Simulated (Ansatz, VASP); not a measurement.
One calculation of RuSe, two programs

INCAR

```
PREC = Accurate ; ENCUT = 520
EDIFF = 1E-7 ; ISMEAR = 0
SIGMA = 0.05 ; LREAL = False
LASPH = True ; NELM = 80
ALGO = Normal ; ISIF = 2
LWAVE = False ; LCHARG = True
GGA = PE ; LELF = True
LVHAR = True ; NBANDS = 17
```

The input KPOINTS:

```
Automatic mesh
0
Gamma
  10 10 10
```

Contents of POSCAR:

```
RuSe
1.0
    0.0000000000      2.7520188154      2.7520188154
    2.7520188154      0.0000000000      2.7520188154
    2.7520188154      2.7520188154      0.0000000000
Ru Se
1 1
Direct
    0.0000000000      0.0000000000      0.0000000000
    0.2500000000      0.2500000000      0.2500000000
```

Input for Ansatz:

```yaml
crystal:
  lattice:
    - [0.0, 2.7520188154, 2.7520188154]
    - [2.7520188154, 0.0, 2.7520188154]
    - [2.7520188154, 2.7520188154, 0.0]
  atoms:
    - { symbol: Ru, position: [0.0, 0.0, 0.0] }
    - { symbol: Se, position: [0.25, 0.25, 0.25] }
basis:
  ecutwfc: 420
  ecutrho_ratio: 4
kpoints:
  mp_grid: { grid: [10, 10, 10] }
hamiltonian:
  xc: pbe
scf:
  occupations: { method: gaussian, width: 0.05 }
output:
  forces: true
  stress: true
  eigenvalues: true
```

Alike in both runs: task single point; functional PBE; k mesh 10 × 10 × 10; occupations gaussian, width 0.05 eV; no spin polarisation.

|  | VASP | Ansatz |
| --- | --- | --- |
| version | VASP 6.6.1 | Ansatz 0.2.0 |
| potentials or method | VASP PAW PBE potentials, release 64 (Ru_pv, Se), cutoff 520 eV | scalar-relativistic, plane waves, PAW |
| valence electrons in the cell | 20 | 32 |

Ansatz gave:

| Property | Result |
| --- | --- |
| gap on the k mesh at the Fermi level (eV) | none |
| pressure (GPa) | 0.0 |

**Question.** Which values does VASP return?

**Answer.** gap on the k mesh at the Fermi level (eV): none; pressure (GPa): 0.1.

A gap of «none» marks a metal or a gap that the smearing closes. With one functional, cell and mesh, what is left measures potentials, basis and numerics. VASP's potentials hold 20 valence electrons a cell and Ansatz's 32, so a difference there can come from the potentials and not from the codes.
